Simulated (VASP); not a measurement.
# BN: single point with LDA

BN:

```xyz
4
Lattice="2.5539 0.0000 0.0000 -1.2770 2.2118 0.0000 0.0000 0.0000 4.2269" Properties=species:S:1:pos:R:3 pbc="T T T"
B     1.2770    0.7373    4.3257
B     0.0000    1.4745    2.1123
N     1.2770    0.7373    2.6430
N     0.0000    1.4745    0.5295
```

This cell differs from its parent crystal: atom 1 (B) moved +0.100 Å along Cartesian [0 0 1].

```json
{
 "Program": "VASP 6.6.1",
 "Task": "single point",
 "Functional": "LDA",
 "Potentials or basis": "VASP PAW LDA potentials, release 64 (B, N)",
 "Cutoff": "520 eV",
 "k mesh": "12 × 12 × 6",
 "Occupations": "gaussian, width 0.05 eV",
 "Spin": "no spin polarisation"
}
```

```json
{
 "Pressure": "-11.0 GPa",
 "Largest force": "2.867 eV/Å",
 "Band gap on the k mesh": "5.28 eV, indirect (least direct gap 7.82 eV)"
}
```

Forces on the atoms (eV/Å):
```
B    0.000  0.000 -2.867
B    0.000  0.000  1.155
N    0.000  0.000  0.374
N    0.000  0.000  1.338
```

Stress tensor (GPa, compression positive):
```
-11.37   0.00   0.00
  0.00 -11.37   0.00
  0.00   0.00 -10.29
```

Levels at points of the mesh, in eV from the valence-band top:
| k point | band 5 | band 6 | band 7 | band 8 | band 9 | band 10 | band 11 | band 12 |
| --- | --- | --- | --- | --- | --- | --- | --- | --- |
| (0.00, 0.00, 0.00) | -2.58 | -0.30 | -0.30 | 0.00 | 7.82 | 8.08 | 8.08 | 9.18 |
| (0.50, 0.00, 0.00) | -6.89 | -5.41 | -4.24 | -2.51 | 6.31 | 7.70 | 10.90 | 11.21 |
| (0.00, 0.00, 0.50) | -2.10 | -2.10 | -0.98 | -0.98 | 8.64 | 9.25 | 9.25 | 9.51 |
| (0.50, 0.00, 0.50) | -4.71 | -3.81 | -3.58 | -3.10 | 5.79 | 6.41 | 9.25 | 9.70 |

It took 12 s on 1 thread of Intel(R) Xeon(R) 6975P-C (Granite Rapids), with other jobs on the host, peak memory 0.14 GiB.

Caveat: the cell differs from its parent crystal (atom 1 (B) moved +0.100 Å along Cartesian [0 0 1]); forces of over 1 eV/Å act on the atoms, so gaps and moduli don't describe the material at rest. A k mesh can miss the band edges.
